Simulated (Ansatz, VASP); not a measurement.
**BN in VASP and in Ansatz**

File INCAR:

```
  PREC = Accurate
  ENCUT = 600
  EDIFF = 1E-6
  ISMEAR = 0
  SIGMA = 0.02
  LREAL = F
  LASPH = T
  NELM = 80
  ALGO = Normal
  ISIF = 3
  LWAVE = F
  LCHARG = F
  GGA = PE
  IBRION = 2
  NSW = 100
  EDIFFG = -0.01
```

File KPOINTS:

```
regular mesh
0
Gamma
  12 12 4
```

POSCAR

```
BN
1.0
    2.5121490623      0.0000000000      0.0000000000
   -1.2560745311      2.1755849060      0.0000000000
    0.0000000000      0.0000000000      8.3518967055
B N
2 2
Direct
    0.0000000000      0.0000000000      0.5000000000
    0.3333333333      0.6666666667      0.0000000000
    0.3333333333      0.6666666667      0.5000000000
    0.6666666667      0.3333333333      0.0000000000
```

Input for Ansatz:

```yaml
crystal:
  lattice:
    - [2.5121490623, 0.0, 0.0]
    - [-1.2560745311, 2.175584906, 0.0]
    - [0.0, 0.0, 8.3518967055]
  atoms:
    - { symbol: B, position: [0.0, 0.0, 0.5] }
    - { symbol: B, position: [0.3333333333, 0.6666666667, 0.0] }
    - { symbol: "N", position: [0.3333333333, 0.6666666667, 0.5] }
    - { symbol: "N", position: [0.6666666667, 0.3333333333, 0.0] }
basis:
  ecutwfc: 420
kpoints:
  mp_grid: { grid: [12, 12, 4] }
hamiltonian:
  xc: pbe
scf:
  occupations: { method: gaussian, width: 0.02 }
output:
  forces: true
  stress: true
  eigenvalues: true
relax:
  adjacent_minimum: "off"
  f_tol: 0.01
  max_steps: 80
  cell: { stress_tol: 0.05 }
```

Alike in both runs: task relaxation of cell and atoms; functional PBE; k mesh 12 × 12 × 4; occupations gaussian, width 0.02 eV; no spin polarisation.

|  | VASP | Ansatz |
| --- | --- | --- |
| version | VASP 6.6.1 | Ansatz 0.2.0 |
| potentials or method | VASP PAW PBE potentials, release 64 (B, N), cutoff 600 eV | scalar-relativistic, plane waves, PAW |
| valence electrons in the cell | 16 | 16 |

|  | VASP | Ansatz | Ansatz less VASP |
| --- | --- | --- | --- |
| gap on the k mesh at the Fermi level, each at its own relaxed structure (eV) | 4.53 | 4.39 | -0.141 |
| relaxed volume (Å³/atom) | 10.72 | 11.41 | +0.688 |
| relaxed cell length with the largest relative difference (Å) | 7.850 | 8.352 | +0.5021 |

One of these differences is far larger than is usual between the two programs; its cause wasn't traced.
